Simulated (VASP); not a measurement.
## HfO2: single point with r2SCAN

HfO2:

```xyz
3
Lattice="0.0000 2.3479 2.3479 2.3479 0.0000 2.3479 2.3479 2.3479 0.0000" Properties=species:S:1:pos:R:3 pbc="T T T"
Hf    0.0000    0.0000    0.0000
O     1.1739    1.1739    1.1739
O     3.5218    3.5218    3.5218
```

This cell differs from its parent crystal: volume scaled by 0.800.

```
Program             : VASP 6.6.1
Task                : single point
Functional          : r2SCAN
Potentials or basis : VASP PAW PBE potentials, release 64 (Hf_pv, O)
Cutoff              : 520 eV
k mesh              : 8 × 8 × 8
Occupations         : gaussian, width 0.05 eV
Spin                : no spin polarisation
```

* Pressure: 89.9 GPa
* Band gap on the k mesh: 4.93 eV, indirect (least direct gap 4.97 eV)

Levels at points of the mesh, in eV from the valence-band top:
```csv
k point,band 8,band 9,band 10,band 11,band 12,band 13,band 14,band 15
"(0.00, 0.00, 0.00)",-7.08,-0.76,-0.76,-0.76,4.93,4.93,8.38,14.19
"(0.50, 0.00, 0.00)",-3.41,-3.32,-2.12,-2.12,5.97,5.97,9.97,10.44
"(0.50, 0.50, 0.00)",-4.03,-2.02,-2.02,0.00,4.97,7.33,9.61,10.92
```

Wall time 67 s on 1 thread of AMD EPYC 9R45 (Zen 5), with other jobs on the host, peak memory 0.14 GiB.

Caveat: the PAW data sets were made with another functional, which shifts forces and pressure a little; spin-orbit coupling is left out, which moves the levels of the heavy elements. A k mesh can miss the band edges.
